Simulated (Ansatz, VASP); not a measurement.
# Two plane-wave programs on MoS2

```
CELL_PARAMETERS angstrom
3.15463 0.00000 0.00000
-1.57731 2.73199 0.00000
0.00000 0.00000 20.13541
ATOMIC_POSITIONS crystal
S 0.66667 0.33333 0.42214
S 0.66667 0.33333 0.57786
Mo 0.33333 0.66667 0.50000
```

Alike in both runs: functional PBE; dispersion D3(BJ); k mesh 9 × 9 × 1; occupations gaussian, width 0.05 eV; no spin polarisation.

Ansatz relaxed the structure, and its values are those at the end. VASP's run is a single point on that final structure, the one shown.

|  | VASP | Ansatz |
| --- | --- | --- |
| version | VASP 6.6.1 | Ansatz 0.2.0 |
| potentials or method | VASP PAW PBE potentials, release 64 (S, Mo_sv), cutoff 520 eV | scalar-relativistic, plane waves, PAW |
| valence electrons in the cell | 26 | 26 |

|  | VASP | Ansatz | Ansatz less VASP |
| --- | --- | --- | --- |
| gap on the k mesh at the Fermi level (eV) | 1.78 | 1.78 | -0.004 |
| rms of the force components (eV/Å) | 0.010 | 0.004 | -0.0057 |
